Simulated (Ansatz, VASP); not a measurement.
# Hf3Zr5Hg8: VASP beside Ansatz

```
CELL_PARAMETERS angstrom
6.29400 0.00000 0.00000
0.00000 6.29400 0.00000
0.00000 0.00000 8.34000
ATOMIC_POSITIONS crystal
Hg 0.00000 0.00000 0.00000
Hg 0.00000 0.00000 0.50000
Hg 0.00000 0.50000 0.00000
Hg 0.00000 0.50000 0.50000
Hg 0.50000 0.00000 0.00000
Hg 0.50000 0.00000 0.50000
Hg 0.50000 0.50000 0.00000
Hg 0.50000 0.50000 0.50000
Hf 0.25000 0.25000 0.25000
Hf 0.75000 0.75000 0.25000
Hf 0.75000 0.75000 0.75000
Zr 0.25000 0.25000 0.75000
Zr 0.25000 0.75000 0.25000
Zr 0.25000 0.75000 0.75000
Zr 0.75000 0.25000 0.25000
Zr 0.75000 0.25000 0.75000
```

Alike in both runs: task single point; functional LDA; k mesh 3 × 3 × 2; occupations gaussian, width 0.05 eV; no spin polarisation.

|  | VASP | Ansatz |
| --- | --- | --- |
| version | VASP 6.6.1 | Ansatz 0.2.0 |
| potentials or method | VASP PAW LDA potentials, release 64 (Hg, Hf_pv, Zr_sv) | plane waves, PAW |
| plane-wave cutoff (eV) | 520 | 420 |
| valence electrons in the cell | 186 | 298 |

```csv
,VASP,Ansatz,Ansatz less VASP
pressure (GPa),-4.1,-4.7,-0.53
rms of the force components (eV/Å),0.033,0.028,-0.0049
```

LDA's correlation is that of Perdew and Zunger in VASP and of Perdew and Wang (1992) in Ansatz. VASP's potentials hold 186 valence electrons a cell and Ansatz's 298, so a difference there can come from the potentials and not from the codes.

The k mesh is coarse, so the values compare programs but aren't converged. Spin-orbit coupling is off throughout.
